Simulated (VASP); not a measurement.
A run of VASP 6.6.1:

File POSCAR:

```
AlGaN2
1.0
    3.0757558967      0.0000000000      0.0000000000
    0.0000000000      3.0757558967      0.0000000000
    0.0000000000      0.0000000000      4.5143148479
Al Ga N
1 1 2
Direct
    0.5000000000      0.5000000000      0.5000000000
    0.0000000000      0.0000000000      0.0000000000
    0.5000000000      0.0000000000      0.7396043043
    0.0000000000      0.5000000000      0.2603956957
```

File INCAR.step1:

```
SYSTEM = AlGaN2
ALGO = Normal ; EDIFF = 1E-4
ENCUT = 520 ; GGA = PE
ISMEAR = 0 ; LASPH = .TRUE.
LCHARG = .FALSE. ; LREAL = .FALSE.
LWAVE = .TRUE. ; NBANDS = 21
NELM = 60 ; PREC = Accurate
SIGMA = 0.02
```

Contents of INCAR.step2:

```
SYSTEM = AlGaN2
ALGO = Normal ; EDIFF = 1E-6
ENCUT = 520 ; ISIF = 2
ISMEAR = 0 ; ISTART = 1
LASPH = .TRUE. ; LCHARG = .TRUE.
LELF = .TRUE. ; LMIXTAU = .TRUE.
LREAL = .FALSE. ; LVHAR = .TRUE.
LWAVE = .FALSE. ; METAGGA = R2SCAN
NBANDS = 21 ; NELM = 60
PREC = Accurate ; SIGMA = 0.02
```

KPOINTS

```
k-points
0
G
  8 8 6
  0 0 0
```

Potentials or basis: VASP PAW PBE potentials, release 64 (Al, Ga_d, N).

Run with:

```sh
$ cat potpaw_PBE.64/Al/POTCAR potpaw_PBE.64/Ga_d/POTCAR potpaw_PBE.64/N/POTCAR > POTCAR
$ cp INCAR.step1 INCAR
$ mpirun -np 1 vasp_std > vasp.out
$ cp INCAR.step2 INCAR
$ mpirun -np 1 vasp_std > vasp.out
```

Hardware: 1 thread of Intel(R) Xeon(R) Platinum 8259CL CPU @ 2.50GHz (Skylake/Cascade Lake), with other jobs on the host.

Task: Estimate the wall time of this run.

Result: It took 3.6 min on 1 thread of Intel(R) Xeon(R) Platinum 8259CL CPU @ 2.50GHz (Skylake/Cascade Lake), with other jobs on the host, peak memory 0.19 GiB. Counts: k points 60.
